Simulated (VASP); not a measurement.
Ir, 2 atoms in the cell. The cell holds a wire or tube with vacuum around it, 2 atoms: a = 9.000 Å, b = 9.300 Å, c = 4.502 Å, α = 90.00°, β = 90.00°, γ = 90.00°. 

| Property | Result |
| --- | --- |
| Program | VASP 6.6.1 |
| Task | single point |
| Functional | PBEsol |
| Potentials or basis | VASP PAW PBE potentials, release 64 (Ir) |
| Cutoff | 520 eV |
| k mesh | 1 × 1 × 13 |
| Occupations | gaussian, width 0.05 eV |
| Spin | collinear spin |
| Starting moments | [1.5, 1.5] μB |
| Dipole correction | no |
| Further INCAR settings | ALGO = Normal; EDIFF = 1e-06; NBANDS = 20 |

Potentials or basis: VASP PAW PBE potentials, release 64 (Ir).

Run with:

```console
$ cat potpaw_PBE.64/Ir/POTCAR > POTCAR
$ mpirun -np 1 vasp_std > vasp.out
```

Hardware: 1 thread of Intel(R) Xeon(R) 6975P-C (Granite Rapids), on a shared host.

Estimate the wall time of this run.

Run time: 81 s on 1 thread of Intel(R) Xeon(R) 6975P-C (Granite Rapids), with other jobs on the host, peak memory 0.57 GiB. Counts: scf iterations 19, k points 7.
